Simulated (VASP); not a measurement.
# Mo (P6_3/mmc) in VASP: further runs

The runs below take Mo through single point, with r2SCAN.

Program: VASP 6.6.1. These are calculated values, not measurements. Logs are shortened: lines on timing, memory, paths and dates and some standing lists are left out, and cuts for length are marked.

### 1 The cell of the first run

Symmetry: P6_3/mmc, No. 194, hexagonal system. The conventional cell has a = 2.624 Å, b = 2.624 Å, c = 4.714 Å, α = 90.00°, β = 90.00°, γ = 120.00°. Mo (site symmetry -6m2) has 12 Mo at 2.62 to 2.80 Å within 3.5 Å.

This isn't the form of Mo at room conditions, which is bcc.

### 2 Single point, r2SCAN (14.06 Å³/atom)

Contents of POSCAR:

```
Mo
1.0
    2.6242002685      0.0000000000      0.0000000000
   -1.3121001343      2.2726240972      0.0000000000
    0.0000000000      0.0000000000      4.7139007030
Mo
2
Direct
    0.3333333333      0.6666666667      0.2500000000
    0.6666666667      0.3333333333      0.7500000000
```

Contents of INCAR.step1:

```
SYSTEM = Mo
PREC = Accurate ; ENCUT = 520
ISMEAR = -1 ; SIGMA = 0.1
LREAL = .False. ; LASPH = .True.
NELM = 80 ; NBANDS = 21
GGA = PE ; ALGO = Normal
EDIFF = 1E-4 ; LWAVE = .True.
LCHARG = .False.
```

Contents of INCAR.step2:

```
SYSTEM = Mo
PREC = Accurate ; ENCUT = 520
EDIFF = 1E-6 ; ISMEAR = -1
SIGMA = 0.1 ; LREAL = .False.
LASPH = .True. ; NELM = 80
ALGO = Normal ; ISIF = 2
LWAVE = .False. ; LCHARG = .True.
METAGGA = R2SCAN ; LMIXTAU = .True.
LELF = .True. ; LVHAR = .True.
NBANDS = 21 ; ISTART = 1
```

Contents of KPOINTS:

```
regular mesh
0
Gamma
  15 15 7
  0 0 0
```

Potentials or basis: VASP PAW PBE potentials, release 64 (Mo_sv).

Launch:

```sh
cat potpaw_PBE.64/Mo_sv/POTCAR > POTCAR
cp INCAR.step1 INCAR
mpirun -np 1 vasp_std > vasp.out
cp INCAR.step2 INCAR
mpirun -np 1 vasp_std > vasp.out
```

OUTCAR:

```text
SYSTEM = Mo
   PREC = Accurate
   ENCUT = 520
   EDIFF = 1E-6
   ISMEAR = -1
   LREAL = .False.
   LASPH = .True.
   NELM = 80
   ISIF = 2
   METAGGA = R2SCAN
   ISTART = 1

 ion  position               nearest neighbor table
   1  0.333  0.667  0.250-   2 2.80   2 2.80   2 2.80   2 2.80   2 2.80   2 2.80
   2  0.667  0.333  0.750-   1 2.80   1 2.80   1 2.80   1 2.80   1 2.80   1 2.80

  LATTYP: Found a hexagonal cell.
 ALAT       =     2.6242002685
 C/A-ratio  =     1.7963189622

  Lattice vectors:

 A1 = (   2.6242002685,   0.0000000000,   0.0000000000)
 A2 = (  -1.3121001343,   2.2726240972,   0.0000000000)
 A3 = (   0.0000000000,   0.0000000000,   4.7139007030)

Analysis of symmetry for initial positions (statically):
=====================================================================
 Subroutine PRICEL returns:
 Original cell was already a primitive cell.

 Routine SETGRP: Setting up the symmetry group for a
 hexagonal supercell.

 Subroutine GETGRP returns: Found 24 space group operations
 (whereof 12 operations were pure point group operations)
 out of a pool of 24 trial point group operations.

The static configuration has the point symmetry D_3d.
 The point group associated with its full space group is D_6h.

Analysis of symmetry for dynamics (positions and initial velocities):
=====================================================================
 Subroutine PRICEL returns:
 Original cell was already a primitive cell.

 Routine SETGRP: Setting up the symmetry group for a
 hexagonal supercell.

 Subroutine GETGRP returns: Found 24 space group operations
 (whereof 12 operations were pure point group operations)
 out of a pool of 24 trial point group operations.

The dynamic configuration has the point symmetry D_3d.
 The point group associated with its full space group is D_6h.

 Subroutine INISYM returns: Found 24 space group operations
 (whereof 12 operations are pure point group operations),
 and found     1 'primitive' translations

----------------------------------------------------------------------------------------

[... 82 lines left out ...]
 SYSTEM =  Mo
   PREC   = accura    normal or accurate (medium, high low for compatibility)
   ISTART =      1    job   : 0-new  1-cont  2-samecut
   ICHARG =      0    charge: 1-file 2-atom 10-const
   ISPIN  =      1    spin polarized calculation?
   LNONCOLLINEAR =      F non collinear calculations
   LSORBIT =      F    spin-orbit coupling
   LASPH  =      T    aspherical Exc in radial PAW
   ENCUT  =  520.0 eV  38.22 Ry    6.18 a.u.   4.88  4.88  8.76*2*pi/ulx,y,z
   NELM   =     80;   NELMIN=  2; NELMDL=  0     # of ELM steps
   EDIFF  = 0.1E-05   stopping-criterion for ELM
   LREAL  =      F    real-space projection
   EDIFFG = 0.1E-04   stopping-criterion for IOM
   NSW    =      0    number of steps for IOM
   IBRION =     -1    ionic relax: 0-MD 1-quasi-New 2-CG
   NFREE  =      0    steps in history (QN), initial steepest desc. (CG)
   ISIF   =      2    stress and relaxation
   ISYM   =      2    0-nonsym 1-usesym 2-fastsym
   POTIM  = 0.5000    time-step for ionic-motion
   TEBEG  =    0.0;   TEEND  =   0.0 temperature during run
   PSTRESS=    0.0 pullay stress
   NELECT =      28.0000    total number of electrons
   NUPDOWN=      -1.0000    fix difference up-down
   EMIN   =  10.00;   EMAX   =-10.00  energy-range for DOS
   EFERMI =   0.00;   METHOD = LEGACY
   ISMEAR =    -1;   SIGMA  =   0.10  broadening in eV -4-tet -1-fermi 0-gaus
   EFERMI_NEDOS =   21; number of points for ismear=-14 and -15
   IALGO  =     38    algorithm
   IMIX   =      4    mixing-type and parameters
     AMIX     =   0.40;   BMIX     =  1.00
     AMIX_MAG =   1.60;   BMIX_MAG =  1.00
  volume/ion in A,a.u.               =      14.06        94.86
  Fermi-wavevector in a.u.,A,eV,Ry     =   1.634905  3.089522 36.367205  2.672914
  Thomas-Fermi vector in A             =   2.726466
   LORBIT       =      0    0 simple, 1 ext, 2 COOP (PROOUT), +10 PAW based schemes
   METAGGA = R2SCAN    functional components
   LHFCALC =     F    Hartree Fock is set to
   AEXX    =    0.0000 exact exchange contribution
   IVDW    =     0    specifies the selected vdW correction
   LEPSILON=     F    determine dielectric tensor
   LRPA    =     F    only Hartree local field effects (RPA)
 non-spin polarized calculation
  energy-cutoff  :      520.00
  volume of cell :       28.11
 maximum number of plane-waves:       775
 NGX is ok and might be reduce to    20
   NGX =  9   NGY =  9   NGZ = 17

 number of electron      27.9999997 magnetization

 Free energy of the ion-electron system (eV)
  ---------------------------------------------------
  ext. energy  EPLUGINS =         0.00000000
  ---------------------------------------------------
  free energy    TOTEN  =       -50.73251543 eV

  energy without entropy =      -50.66469743  energy(sigma->0) =      -50.69860643

 E-fermi :  14.0670     XC(G=0): -15.2853

 val. band max:       14.0638086233   @ k =   0.2000   0.0667   0.0000
 cond. band min:      14.0908857039   @ k =   0.2667   0.2667   0.2857
 fundamental gap:      0.0270770807
 Fermi energy:        14.0670474158

 k-point     1 :       0.0000    0.0000    0.0000
  band No.  band energies     occupation
      1     -48.8083      2.00000
      2     -48.5206      2.00000
      3     -22.9349      2.00000
      4     -21.2391      2.00000
      5     -20.9772      2.00000
      6     -20.9772      2.00000
[... 565 lines left out ...]
     20      24.7890      0.00000
     21      26.2791      0.00000

 [... further k-points ...]

------------------------ aborting loop because EDIFF is reached ----------------------------------------

  FORCE on cell =-STRESS in cart. coord.  units (eV):
  Direction    XX          YY          ZZ          XY          YZ          ZX
  --------------------------------------------------------------------------------------
  -------------------------------------------------------------------------------------
  Total        8.0286024      8.0286024      6.4513402     -0.0000000      0.0000000     -0.0000000
  in kB      457.5573320    457.5573320    367.6677294     -0.0000000      0.0000000     -0.0000000
  external PRESSURE =     427.5941312 kB  Pullay stress =       0.0000000 kB

 VOLUME and BASIS-vectors are now :
 -----------------------------------------------------------------------------
  energy-cutoff  :      520.00
  volume of cell :       28.11
      direct lattice vectors                 reciprocal lattice vectors
     2.624200269  0.000000000  0.000000000     0.381068477  0.220009988  0.000000000
    -1.312100134  2.272624097  0.000000000     0.000000000  0.440019976  0.000000000
     0.000000000  0.000000000  4.713900703     0.000000000  0.000000000  0.212138537

 POSITION                                       TOTAL-FORCE (eV/Angst)
 -----------------------------------------------------------------------------------
     -0.00000      1.51508      1.17848         0.000000     -0.000000      0.000000
      1.31210      0.75754      3.53543        -0.000000      0.000000      0.000000
 -----------------------------------------------------------------------------------
    total drift:                               -0.000000      0.000000     -0.000000

  FREE ENERGIE OF THE ION-ELECTRON SYSTEM (eV)
  ---------------------------------------------------
  free  energy   TOTEN  =       -50.7325154316 eV

  energy  without entropy=      -50.6646974250  energy(sigma->0) =      -50.69860643
```

OSZICAR.step1:

```text
N       E                     dE             d eps       ncg     rms          rms(c)
DAV:   1     0.302333184591E+03    0.30233E+03   -0.18074E+04  4544   0.143E+03
DAV:   2    -0.150637633898E+02   -0.31740E+03   -0.30895E+03  5126   0.451E+02
DAV:   3    -0.214642375327E+02   -0.64005E+01   -0.63199E+01  5125   0.667E+01
DAV:   4    -0.214909139030E+02   -0.26676E-01   -0.26591E-01  5021   0.468E+00
DAV:   5    -0.214911123677E+02   -0.19846E-03   -0.19846E-03  5215   0.369E-01    0.260E+01
DAV:   6    -0.206643586626E+02    0.82675E+00   -0.13897E+00  4926   0.108E+01    0.922E+00
DAV:   7    -0.205224413651E+02    0.14192E+00   -0.39743E-01  5216   0.536E+00    0.100E+00
DAV:   8    -0.205157290674E+02    0.67123E-02   -0.86937E-03  4806   0.918E-01    0.181E-01
DAV:   9    -0.205157962397E+02   -0.67172E-04   -0.18271E-04  4694   0.138E-01
   1 F= -.20515796E+02 E0= -.20479477E+02  d E =-.726394E-01
```

Wall time 2.2 min (1 thread of Intel Xeon 6975P-C (Granite Rapids), shared host); peak memory 0.17 GiB.

Results:

| Item | Value |
| --- | --- |
| Free energy | -50.7325 eV |
| Pressure | 42.8 GPa |
| Band gap on the k mesh | zero (bands 14 and 15 overlap by 2.20 eV) |

Stress tensor (GPa, compression positive):
```
45.76  0.00  0.00
 0.00 45.76  0.00
 0.00  0.00 36.77
```

Caveat: the stress differs along the axes, from 37 to 46 GPa; the PAW data sets were made with another functional, which shifts forces and pressure a little.

### 3 Single point, r2SCAN (14.70 Å³/atom)

This run uses another cell than the first one, of 14.70 Å³/atom.

Contents of POSCAR:

```
Mo
1.0
    2.6633732120      0.0000000000      0.0000000000
   -1.3316866060      2.3065488613      0.0000000000
    0.0000000000      0.0000000000      4.7842678041
Mo
2
Direct
    0.3333333333      0.6666666667      0.2500000000
    0.6666666667      0.3333333333      0.7500000000
```

Contents of INCAR.step1:

```
SYSTEM = Mo
PREC = Accurate
ENCUT = 520
ISMEAR = -1
SIGMA = 0.1
LREAL = .False.
LASPH = .True.
NELM = 60
NBANDS = 21
GGA = PE
ALGO = Normal
EDIFF = 1E-4
LWAVE = .True.
LCHARG = .False.
```

Contents of INCAR.step2:

```
SYSTEM = Mo
PREC = Accurate
ENCUT = 520
EDIFF = 1E-7
ISMEAR = -1
SIGMA = 0.1
LREAL = .False.
LASPH = .True.
NELM = 60
ALGO = Normal
ISIF = 2
LWAVE = .False.
LCHARG = .True.
METAGGA = R2SCAN
LMIXTAU = .True.
LELF = .True.
LVHAR = .True.
NBANDS = 21
ISTART = 1
```

KPOINTS is that of step 2.

Potentials or basis: VASP PAW PBE potentials, release 64 (Mo_sv).

Launch:

```sh
cat potpaw_PBE.64/Mo_sv/POTCAR > POTCAR
cp INCAR.step1 INCAR
mpirun -np 1 vasp_std > vasp.out
cp INCAR.step2 INCAR
mpirun -np 1 vasp_std > vasp.out
```

Wall time 2 min (1 thread of Intel Xeon 6975P-C (Granite Rapids), shared host); peak memory 0.17 GiB.

Results (log left out):

```yaml
Free_energy: -51.0046 eV
Pressure: 25.9 GPa
Band_gap_on_the_k_mesh: zero (bands 14 and 15 overlap by 2.05 eV)
```

Stress tensor (GPa, compression positive):
```
27.71  0.00  0.00
 0.00 27.71  0.00
 0.00  0.00 22.41
```

Levels at points of the mesh, in eV from the Fermi level:
```
           k point  band 12  band 13  band 14  band 15  band 16  band 17
(0.00, 0.00, 0.00)    -0.83    -0.83    -0.26    -0.26     0.62     1.82
```

Caveat: the stress differs along the axes, from 22 to 28 GPa; the PAW data sets were made with another functional, which shifts forces and pressure a little.

### 4 Single point, r2SCAN (15.33 Å³/atom)

This run uses another cell than the first one, of 15.33 Å³/atom.

Contents of POSCAR:

```
Mo
1.0
    2.7014265419      0.0000000000      0.0000000000
   -1.3507132710      2.3395040118      0.0000000000
    0.0000000000      0.0000000000      4.8526237223
Mo
2
Direct
    0.3333333333      0.6666666667      0.2500000000
    0.6666666667      0.3333333333      0.7500000000
```

Contents of INCAR.step1:

```
ALGO = Normal
EDIFF = 1E-4
ENCUT = 520
GGA = PE
ISMEAR = -1
LASPH = T
LCHARG = F
LREAL = F
LWAVE = T
NBANDS = 21
NELM = 100
PREC = Accurate
SIGMA = 0.1
```

Contents of INCAR.step2:

```
ALGO = Normal
EDIFF = 1E-6
ENCUT = 520
ISIF = 2
ISMEAR = -1
ISTART = 1
LASPH = T
LCHARG = T
LELF = T
LMIXTAU = T
LREAL = F
LVHAR = T
LWAVE = F
METAGGA = R2SCAN
NBANDS = 21
NELM = 100
PREC = Accurate
SIGMA = 0.1
```

Contents of KPOINTS:

```
k-points
0
Gamma
  15 15 7
```

Launch:

```sh
cat potpaw_PBE.64/Mo_sv/POTCAR > POTCAR
cp INCAR.step1 INCAR
mpirun -np 1 vasp_std > vasp.out
cp INCAR.step2 INCAR
mpirun -np 1 vasp_std > vasp.out
```

Run time: 94 s. Hardware: 1 thread of Intel Xeon 6975P-C (Granite Rapids), shared host; peak memory 0.18 GiB.

Results (log left out):

```
Free energy            : -51.1552 eV
Pressure               : 12.2 GPa
Band gap on the k mesh : zero (bands 14 and 15 overlap by 1.93 eV)
```

Stress tensor (GPa, compression positive):
```
12.95  0.00  0.00
 0.00 12.95  0.00
 0.00  0.00 10.68
```

Levels at points of the mesh, in eV from the Fermi level:
```tsv
k point	band 12	band 13	band 14	band 15	band 16	band 17
(0.00, 0.00, 0.00)	-0.75	-0.75	-0.22	-0.22	0.47	1.76
```

Caveat: the cell stands under pressure; the PAW data sets were made with another functional, which shifts forces and pressure a little.

(Continued in part 2 of 2.)

The gap in the log of VASP goes by the Fermi energy; the results here count the filled bands.